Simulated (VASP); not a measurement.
Wanted: the native input for a VASP 6.6.1 run.

* Task: single point
* Functional: LDA
* Potentials or basis: VASP PAW LDA potentials, release 64 (W_sv, C, H)
* Cutoff: 520 eV
* k mesh: 4 × 5 × 1
* Occupations: gaussian, width 0.1 eV
* Spin: no spin polarisation
* Dipole correction: no
* Further INCAR settings: LREAL = Auto; ALGO = Normal; EDIFF = 1e-07; NBANDS = 92

The structure of H3W8C9 lies in POSCAR:

```
H3W8C9
1.0
    5.7156600000      0.0000000000      0.0000000000
    0.0000000000      5.6104000000      0.0000000000
    0.0000000000      0.0000000000     16.1249220000
W C H
8 9 3
Direct
    0.0000000000      0.0000000000      0.0620158039
    0.2688856580      0.0056309711      0.2134641644
    0.0000000000      0.5000000000      0.0620158039
    0.2748888142      0.5028106730      0.2164020390
    0.5000000000      0.0000000000      0.0620158039
    0.7629699807      0.0049092756      0.2074060885
    0.5000000000      0.5000000000      0.0620158039
    0.7654839511      0.4960899401      0.2082761703
    0.0385731482      0.2521187438      0.1544667317
    0.3371932550      0.2602766291      0.3043617203
   -0.0044682504      0.7509403964      0.1585107202
    0.3692390730      0.7686726437      0.3191390941
    0.5250984138      0.2521027021      0.1556305823
    0.9957542961      0.2520438828      0.2683320887
    0.4931117316      0.7491941751      0.1524091093
    0.5905844644      0.7487366320      0.2754492704
    0.4454584422      0.1022673963      0.3609838857
    0.4280810965     -0.3246372808      0.3754036764
    0.6450303202      0.1315597818      0.3662497096
    0.3941086419      0.0410166833      0.4219492038
```

One way to write it, as run:

INCAR

```
  PREC = Accurate
  ENCUT = 520
  EDIFF = 1E-7
  ISMEAR = 0
  SIGMA = 0.1
  LREAL = Auto
  LASPH = T
  NELM = 60
  ALGO = Normal
  ISIF = 2
  LWAVE = F
  LCHARG = F
  NBANDS = 92
```

KPOINTS

```
regular mesh
0
Gamma
  4 5 1
```

Potentials or basis: VASP PAW LDA potentials, release 64 (W_sv, C, H).

Run with:

```bash
$ cat potpaw_LDA.64/W_sv/POTCAR potpaw_LDA.64/C/POTCAR potpaw_LDA.64/H/POTCAR > POTCAR
$ mpirun -np 1 vasp_std > vasp.out
```

Results of the run:

```yaml
Largest_force: 2.504 eV/Å
Band_gap_on_the_k_mesh: zero (an odd number of electrons rules out a gap without spin polarisation)
```

Caveat: spin-orbit coupling is left out, which moves the levels of the heavy elements.

Run time: 15 min on 1 thread of Intel(R) Xeon(R) 6975P-C (Granite Rapids), with other jobs on the host, peak memory 0.6 GiB.
